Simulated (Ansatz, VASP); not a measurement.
**HfSi3O8: VASP beside Ansatz**

File INCAR:

```
PREC = Accurate
ENCUT = 600
EDIFF = 1E-6
ISMEAR = 0
SIGMA = 0.02
LREAL = False
LASPH = True
NELM = 80
ALGO = Normal
ISIF = 3
LWAVE = False
LCHARG = False
GGA = PE
IBRION = 2
NSW = 100
EDIFFG = -0.01
```

Contents of KPOINTS:

```
regular mesh
0
Gamma
  6 6 4
```

The input POSCAR:

```
HfSi3O8
1.0
    5.4682793941      0.0000000000      0.0000000000
   -2.7341396970      4.7356688703      0.0000000000
    0.0000000000      0.0000000000      9.3110952828
Hf Si O
1 3 8
Direct
    0.6666666667      0.3333333333      0.9270463685
    0.3333333333      0.6666666667      0.4356131501
    0.3333333333      0.6666666667      0.0887078041
    0.6666666667      0.3333333333      0.5405634197
    0.0204365711      0.5102182856      0.0227625635
    0.4998437077      0.9996874154      0.4876687602
    0.4998437077      0.5001562923      0.4876687602
    0.4897817144      0.5102182856      0.0227625635
    0.6666666667      0.3333333333      0.7150000798
    0.3333333333      0.6666666667      0.2617752068
    0.0003125846      0.5001562923      0.4876687602
    0.4897817144      0.9795634289      0.0227625635
```

Input for Ansatz:

```yaml
crystal:
  lattice:
    - [5.4682793941, 0.0, 0.0]
    - [-2.734139697, 4.7356688703, 0.0]
    - [0.0, 0.0, 9.3110952828]
  atoms:
    - { symbol: Hf, position: [0.6666666667, 0.3333333333, 0.9270463685] }
    - { symbol: Si, position: [0.3333333333, 0.6666666667, 0.4356131501] }
    - { symbol: Si, position: [0.3333333333, 0.6666666667, 0.0887078041] }
    - { symbol: Si, position: [0.6666666667, 0.3333333333, 0.5405634197] }
    - { symbol: O, position: [0.0204365711, 0.5102182856, 0.0227625635] }
    - { symbol: O, position: [0.4998437077, 0.9996874154, 0.4876687602] }
    - { symbol: O, position: [0.4998437077, 0.5001562923, 0.4876687602] }
    - { symbol: O, position: [0.4897817144, 0.5102182856, 0.0227625635] }
    - { symbol: O, position: [0.6666666667, 0.3333333333, 0.7150000798] }
    - { symbol: O, position: [0.3333333333, 0.6666666667, 0.2617752068] }
    - { symbol: O, position: [0.0003125846, 0.5001562923, 0.4876687602] }
    - { symbol: O, position: [0.4897817144, 0.9795634289, 0.0227625635] }
basis:
  ecutwfc: 420
kpoints:
  mp_grid: { grid: [6, 6, 4] }
hamiltonian:
  xc: pbe
scf:
  occupations: { method: gaussian, width: 0.02 }
output:
  forces: true
  stress: true
  eigenvalues: true
  write_density: true
  write_potential: true
  elf: true
  volumetric_format: npy
relax:
  adjacent_minimum: "off"
  f_tol: 0.01
  max_steps: 80
  cell: { stress_tol: 0.05 }
```

Alike in both runs: task relaxation of cell and atoms; functional PBE; k mesh 6 × 6 × 4; occupations gaussian, width 0.02 eV; no spin polarisation.

|  | VASP | Ansatz |
| --- | --- | --- |
| version | VASP 6.6.1 | Ansatz 0.2.0 |
| potentials or method | VASP PAW PBE potentials, release 64 (Hf_pv, Si, O), cutoff 600 eV | scalar-relativistic, plane waves, PAW |
| valence electrons in the cell | 70 | 86 |

```tsv
	VASP	Ansatz	Ansatz less VASP
gap on the k mesh at the Fermi level, each at its own relaxed structure (eV)	4.50	4.49	-0.010
relaxed volume (Å³/atom)	20.04	20.10	+0.064
relaxed length of the cell vector where the two differ most in proportion (Å)	9.303	9.315	+0.0117
```

VASP's potentials hold 70 valence electrons a cell and Ansatz's 86, so a difference there can come from the potentials and not from the codes. Ansatz's warnings: xc potential rough in thin density.

Spin-orbit coupling is off throughout.
